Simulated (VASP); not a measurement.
Write the native input for VASP 6.6.1 that does the following.

```
Task                   : relaxation of cell and atoms
Functional             : LDA
Potentials or basis    : VASP PAW LDA potentials, release 64 (Hg, Te)
Cutoff                 : 600 eV
k mesh                 : 12 × 12 × 12
Occupations            : gaussian, width 0.1 eV
Spin                   : no spin polarisation
Dipole correction      : no
Further INCAR settings : ALGO = Normal; EDIFF = 1e-06; IBRION = 2; EDIFFG = -0.005; NSW = 100; ISIF = 3
```

The structure of HgTe lies in POSCAR:

```
HgTe
1.0
    0.0000000000      3.2235000000      3.2235000000
    3.2235000000      0.0000000000      3.2235000000
    3.2235000000      3.2235000000      0.0000000000
Hg Te
1 1
Direct
    0.0000000000      0.0000000000      0.0000000000
    0.7500000000      0.7500000000      0.7500000000
```

These files were run (other wordings do the same):

INCAR

```
ALGO = Normal
EDIFF = 1E-6
EDIFFG = -0.005
ENCUT = 600
IBRION = 2
ISIF = 3
ISMEAR = 0
LASPH = T
LCHARG = F
LREAL = F
LWAVE = F
NELM = 100
NSW = 100
PREC = Accurate
SIGMA = 0.1
```

KPOINTS

```
k-points
0
Gamma
  12 12 12
```

Potentials or basis: VASP PAW LDA potentials, release 64 (Hg, Te).

The run is started by

```bash
$ cat potpaw_LDA.64/Hg/POTCAR potpaw_LDA.64/Te/POTCAR > POTCAR
$ mpirun -np 1 vasp_std > vasp.out
```

Results of the run:

| Quantity | Value |
| --- | --- |
| Pressure after relaxing | 0.0 GPa |
| Band gap on the k mesh | zero (filled and empty bands touch) |

Caveat: the relaxation stopped at its first step, so nothing moved; semilocal functionals underestimate gaps, so a narrow gap can read as zero; spin-orbit coupling is left out, which moves the levels of the heavy elements.

It took 74 s on 1 thread of AMD EPYC 7R43 64-Core Processor (Zen 3) (shared host), peak memory 0.2 GiB.
